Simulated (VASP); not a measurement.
# AlN (I-4m2) in VASP: single point with HSE06

Aim: the single point of AlN with HSE06.

Everything below comes from runs of VASP 6.6.1. Logs are shortened: lines on timing, memory, paths and dates and some standing lists are left out, and cuts for length are marked.

### Step 1. The cell of the first run

It takes space group I-4m2 (No. 119, tetragonal). The conventional cell has a = 3.090 Å, b = 3.090 Å, c = 4.326 Å, α = 90.00°, β = 90.00°, γ = 90.00°. Al (site symmetry -4m2) has 4 N at 1.89 Å within 2.5 Å. N (site symmetry -4m2) has 4 Al at 1.89 Å within 2.5 Å.

### Step 2. Single point, HSE06 (uniaxial z strain -1.0%)

File POSCAR:

```
AlN
1.0
    0.0000000000      2.1848764125      2.1630276483
    2.1848764125      0.0000000000      2.1630276483
    2.1848764125      2.1848764125      0.0000000000
Al N
1 1
Direct
    0.0000000000      0.0000000000      0.0000000000
    0.2500000000      0.2500000000      0.2500000000
```

File INCAR.step1:

```
PREC = Accurate
ENCUT = 520
EDIFF = 1E-5
ISMEAR = 0
SIGMA = 0.01
LREAL = F
LASPH = T
NELM = 60
ALGO = Normal
ISIF = 2
LWAVE = T
NBANDS = 11
GGA = PE
```

File INCAR.step2:

```
PREC = Accurate
ENCUT = 520
EDIFF = 1E-7
ISMEAR = 0
SIGMA = 0.01
LREAL = F
LASPH = T
NELM = 60
ALGO = Normal
ISIF = 2
LWAVE = F
LCHARG = T
GGA = PE
LHFCALC = T
HFSCREEN = 0.2079
PRECFOCK = Normal
LELF = T
LVHAR = T
NBANDS = 11
ISTART = 1
```

File KPOINTS:

```
Automatic mesh
0
Gamma
  8 8 8
```

Potentials or basis: VASP PAW PBE potentials, release 64 (Al, N).

Launch:

```
> cat potpaw_PBE.64/Al/POTCAR potpaw_PBE.64/N/POTCAR > POTCAR
> cp INCAR.step1 INCAR
> mpirun -np 1 vasp_std > vasp.out
> cp INCAR.step2 INCAR
> mpirun -np 1 vasp_std > vasp.out
```

OUTCAR:

```text
PREC = Accurate
   ENCUT = 520
   EDIFF = 1E-7
   ISMEAR = 0
   LREAL = F
   LASPH = T
   NELM = 60
   ISIF = 2
   GGA = PE
   LHFCALC = T
   HFSCREEN = 0.2079
   PRECFOCK = Normal
   ISTART = 1

 ion  position               nearest neighbor table
   1  0.000  0.000  0.000-   2 1.89   2 1.89   2 1.89   2 1.89
   2  0.250  0.250  0.250-   1 1.89   1 1.89   1 1.89   1 1.89

  LATTYP: Found a body centered tetragonal cell.
 ALAT       =     3.0898818547
 C/A-ratio  =     1.4000714267

  Lattice vectors:

 A1 = (   0.0000000000,  -2.1848764125,  -2.1630276483)
 A2 = (   0.0000000000,   2.1848764125,  -2.1630276483)
 A3 = (   2.1848764125,   0.0000000000,   2.1630276483)

Analysis of symmetry for initial positions (statically):
=====================================================================
 Subroutine PRICEL returns:
 Original cell was already a primitive cell.

 Routine SETGRP: Setting up the symmetry group for a
 body centered tetragonal supercell.

 Subroutine GETGRP returns: Found  8 space group operations
 (whereof  8 operations were pure point group operations)
 out of a pool of 16 trial point group operations.

The static configuration has the point symmetry D_2d.

Analysis of symmetry for dynamics (positions and initial velocities):
=====================================================================
 Subroutine PRICEL returns:
 Original cell was already a primitive cell.

 Routine SETGRP: Setting up the symmetry group for a
 body centered tetragonal supercell.

 Subroutine GETGRP returns: Found  8 space group operations
 (whereof  8 operations were pure point group operations)
 out of a pool of 16 trial point group operations.

The dynamic configuration has the point symmetry D_2d.

 Subroutine INISYM returns: Found  8 space group operations
 (whereof  8 operations are pure point group operations),
 and found     1 'primitive' translations

----------------------------------------------------------------------------------------

                                     Primitive cell

  volume of cell :      20.6512

  direct lattice vectors                    reciprocal lattice vectors
     0.000000000  2.184876412  2.163027648    -0.228845896  0.228845896  0.231157471
     2.184876412  0.000000000  2.163027648     0.228845896 -0.228845896  0.231157471
     2.184876412  2.184876412  0.000000000     0.228845896  0.228845896 -0.231157471

  length of vectors
     3.074471263  3.074471263  3.089881855     0.397711786  0.397711786  0.397711786

  position of ions in fractional coordinates (direct lattice)
     0.000000000  0.000000000  0.000000000
     0.250000000  0.250000000  0.250000000

  ion indices of the primitive-cell ions
   primitive index   ion index
                 1           1
                 2           2

----------------------------------------------------------------------------------------

 KPOINTS: Automatic mesh

Automatic generation of k-mesh.
 Grid dimensions read from file:
 generate k-points for:    8    8    8

 Generating k-lattice:

  Cartesian coordinates                     Fractional coordinates (reciprocal lattice)
    -0.028605737  0.028605737  0.028894684     0.125000000  0.000000000  0.000000000
     0.028605737 -0.028605737  0.028894684     0.000000000  0.125000000  0.000000000
     0.028605737  0.028605737 -0.028894684     0.000000000  0.000000000  0.125000000

  Length of vectors
     0.049713973  0.049713973  0.049713973

  Shift w.r.t. Gamma in fractional coordinates (k-lattice)
     0.000000000  0.000000000  0.000000000

 Subroutine IBZKPT returns following result:
 ===========================================

 Found     59 irreducible k-points:

 Following reciprocal coordinates:
            Coordinates               Weight
  0.000000  0.000000  0.000000      1.000000
  0.125000 -0.000000  0.000000      8.000000
  0.250000 -0.000000  0.000000      8.000000
  0.375000 -0.000000  0.000000      8.000000
  0.500000 -0.000000  0.000000      4.000000
  0.125000  0.125000  0.000000      2.000000
[... 16 lines left out ...]
  0.250000 -0.000000  0.125000     16.000000
  0.375000 -0.000000  0.125000     16.000000
 [... further k-points ...]
   k-points           NKPTS =     59   k-points in BZ     NKDIM =    512   number of bands    NBANDS=     11
   number of dos      NEDOS =    301   number of ions     NIONS =      2
   total plane-waves  NPLWV =  13824
   dimension x,y,z NGX =    24 NGY =   24 NGZ =   24
   dimension x,y,z NGXF=    48 NGYF=   48 NGZF=   48
   ions per type =               1   1
   NGX,Y,Z   is equivalent  to a cutoff of  12.98, 12.98, 12.91 a.u.
   NGXF,Y,Z  is equivalent  to a cutoff of  25.96, 25.96, 25.83 a.u.
 SYSTEM =  unknown system
   PREC   = accura    normal or accurate (medium, high low for compatibility)
   ISTART =      1    job   : 0-new  1-cont  2-samecut
   ICHARG =      0    charge: 1-file 2-atom 10-const
   ISPIN  =      1    spin polarized calculation?
   LNONCOLLINEAR =      F non collinear calculations
   LSORBIT =      F    spin-orbit coupling
   LASPH  =      T    aspherical Exc in radial PAW
   ENCUT  =  520.0 eV  38.22 Ry    6.18 a.u.   5.72  5.72  5.75*2*pi/ulx,y,z
   NELM   =     60;   NELMIN=  2; NELMDL=  0     # of ELM steps
   EDIFF  = 0.1E-06   stopping-criterion for ELM
   LREAL  =      F    real-space projection
   EDIFFG = 0.1E-05   stopping-criterion for IOM
   NSW    =      0    number of steps for IOM
   IBRION =     -1    ionic relax: 0-MD 1-quasi-New 2-CG
   NFREE  =      0    steps in history (QN), initial steepest desc. (CG)
   ISIF   =      2    stress and relaxation
   ISYM   =      3    0-nonsym 1-usesym 2-fastsym
   POTIM  = 0.5000    time-step for ionic-motion
   TEBEG  =    0.0;   TEEND  =   0.0 temperature during run
   PSTRESS=    0.0 pullay stress
   NELECT =       8.0000    total number of electrons
   NUPDOWN=      -1.0000    fix difference up-down
   EMIN   =  10.00;   EMAX   =-10.00  energy-range for DOS
   EFERMI =   0.00;   METHOD = LEGACY
   ISMEAR =     0;   SIGMA  =   0.01  broadening in eV -4-tet -1-fermi 0-gaus
   EFERMI_NEDOS =   21; number of points for ismear=-14 and -15
   IALGO  =     38    algorithm
   IMIX   =      1    mixing-type and parameters
     AMIX     =   0.40;   BMIX     =  1.00
     AMIX_MAG =   1.60;   BMIX_MAG =  1.00
  volume/ion in A,a.u.               =      10.33        69.68
  Fermi-wavevector in a.u.,A,eV,Ry     =   1.193410  2.255217 19.377780  1.424227
  Thomas-Fermi vector in A             =   2.329425
   LORBIT       =      0    0 simple, 1 ext, 2 COOP (PROOUT), +10 PAW based schemes
   GGA     = PE    functional components
   LHFCALC =     T    Hartree Fock is set to
   PRECFOCK=normal    Normal, Fast or Accurate (Low or Medium for compatibility)
   ENCUT4O =  -1.0   cutoff for four orbital integrals eV
   NKREDX  =     1    reduce k-point grid by
   NKREDY  =     1    reduce k-point grid by
   NKREDZ  =     1    reduce k-point grid by
   AEXX    =    0.2500 exact exchange contribution
   HFSCREEN=    0.2079 screening length (either q_TF or 0.3 A-1)
   HFSCREENC=   0.2079 screening length for correlation (either q_TF or 0.3 A-1)
   ENCUTFOCK=  -1.0 apply spherical cutoff to Coloumb kernel
   IVDW    =     0    specifies the selected vdW correction
   LEPSILON=     F    determine dielectric tensor
   LRPA    =     F    only Hartree local field effects (RPA)
 non-spin polarized calculation
 Gauss-broadening in eV      SIGMA  =   0.01
  energy-cutoff  :      520.00
  volume of cell :       20.65
 maximum number of plane-waves:       568
  NGX = 18; NGY = 18; NGZ = 18

 number of electron       7.9999999 magnetization

 Free energy of the ion-electron system (eV)
  ---------------------------------------------------
  ext. energy  EPLUGINS =         0.00000000
  ---------------------------------------------------
  free energy    TOTEN  =       -17.39506470 eV

  energy without entropy =      -17.39506470  energy(sigma->0) =      -17.39506470

 E-fermi :   5.2128     XC(G=0):  -9.0439

 val. band max:        5.1541678124   @ k =   0.0000   0.0000   0.0000
 cond. band min:       9.6565499056   @ k =   0.5000   0.5000   0.0000
 fundamental gap:      4.5023820932
 Fermi energy:         5.2127696606

 k-point     1 :       0.0000    0.0000    0.0000
  band No.  band energies     occupation
      1     -11.4047      2.00000
      2       5.1119      2.00000
      3       5.1119      2.00000
      4       5.1542      2.00000
      5      10.7620      0.00000
      6      19.4522      0.00000
      7      19.4635      0.00000
      8      19.4635      0.00000
      9      24.6292      0.00000
     10      24.9619      0.00000
     11      26.0803      0.00000

 k-point     2 :       0.1250   -0.0000    0.0000
  band No.  band energies     occupation
      1     -11.1586      2.00000
      2       3.8842      2.00000
      3       5.0195      2.00000
      4       5.0578      2.00000
      5      11.7353      0.00000
      6      18.8856      0.00000
      7      19.6416      0.00000
      8      19.6715      0.00000
      9      23.0360      0.00000
     10      23.2510      0.00000
     11      25.0668      0.00000

 k-point     3 :       0.2500   -0.0000    0.0000
  band No.  band energies     occupation
      1     -10.4841      2.00000
      2       1.6009      2.00000
      3       4.8108      2.00000
      4       4.8715      2.00000
      5      13.1481      0.00000
      6      17.8870      0.00000
      7      19.1323      0.00000
      8      19.3014      0.00000
      9      23.3052      0.00000
     10      23.3171      0.00000
     11      24.2547      0.00000
[... 267 lines left out ...]
 k-point    23 :       0.2500   -0.0000    0.1250
  band No.  band energies     occupation
      1     -10.5490      2.00000
      2       2.2718      2.00000
      3       4.4910      2.00000
      4       4.5834      2.00000
      5      13.0387      0.00000
      6      17.8235      0.00000
      7      18.5175      0.00000
      8      20.1225      0.00000
      9      21.2680      0.00000
     10      25.1875      0.00000
     11      26.4664      0.00000

 k-point    24 :       0.3750   -0.0000    0.1250
  band No.  band energies     occupation
      1      -9.7438      2.00000
      2       0.3150      2.00000
      3       4.2072      2.00000
      4       4.3313      2.00000
      5      13.8223      0.00000
      6      16.5416      0.00000
      7      18.5687      0.00000
      8      19.4225      0.00000
      9      22.8372      0.00000
     10      26.3062      0.00000
     11      26.6671      0.00000

 [... further k-points ...]

------------------------ aborting loop because EDIFF is reached ----------------------------------------

  FORCE on cell =-STRESS in cart. coord.  units (eV):
  Direction    XX          YY          ZZ          XY          YZ          ZX
  --------------------------------------------------------------------------------------
  -------------------------------------------------------------------------------------
  Total        0.1139206      0.1139206      0.2930842      0.0000000     -0.0000000      0.0000000
  in kB        8.8382646      8.8382646     22.7382558      0.0000000     -0.0000000      0.0000000
  external PRESSURE =      13.4715950 kB  Pullay stress =       0.0000000 kB

 VOLUME and BASIS-vectors are now :
 -----------------------------------------------------------------------------
  energy-cutoff  :      520.00
  volume of cell :       20.65
      direct lattice vectors                 reciprocal lattice vectors
     0.000000000  2.184876412  2.163027648    -0.228845896  0.228845896  0.231157471
     2.184876412  0.000000000  2.163027648     0.228845896 -0.228845896  0.231157471
     2.184876412  2.184876412  0.000000000     0.228845896  0.228845896 -0.231157471

 POSITION                                       TOTAL-FORCE (eV/Angst)
 -----------------------------------------------------------------------------------
      0.00000      0.00000      0.00000        -0.000000     -0.000000     -0.000000
      1.09244      1.09244      1.08151         0.000000      0.000000      0.000000
 -----------------------------------------------------------------------------------
    total drift:                                0.000000      0.000000      0.000000

  FREE ENERGIE OF THE ION-ELECTRON SYSTEM (eV)
  ---------------------------------------------------
  free  energy   TOTEN  =       -17.3950646995 eV

  energy  without entropy=      -17.3950646995  energy(sigma->0) =      -17.39506470
```

Wall time 1.7 h (1 thread of Oxide Virtual Turin-like, shared host); peak memory 0.23 GiB.

What came out:

- Free energy: -17.3951 eV
- Pressure: 1.3 GPa
- Band gap on the k mesh: 4.50 eV (least direct gap 5.61 eV)

Caveat: the cell differs from its parent crystal (uniaxial z strain -1.0%); the structure was generated, so it needn't be the stable form of AlN; the PAW data sets were made with another functional, which shifts forces and pressure a little.
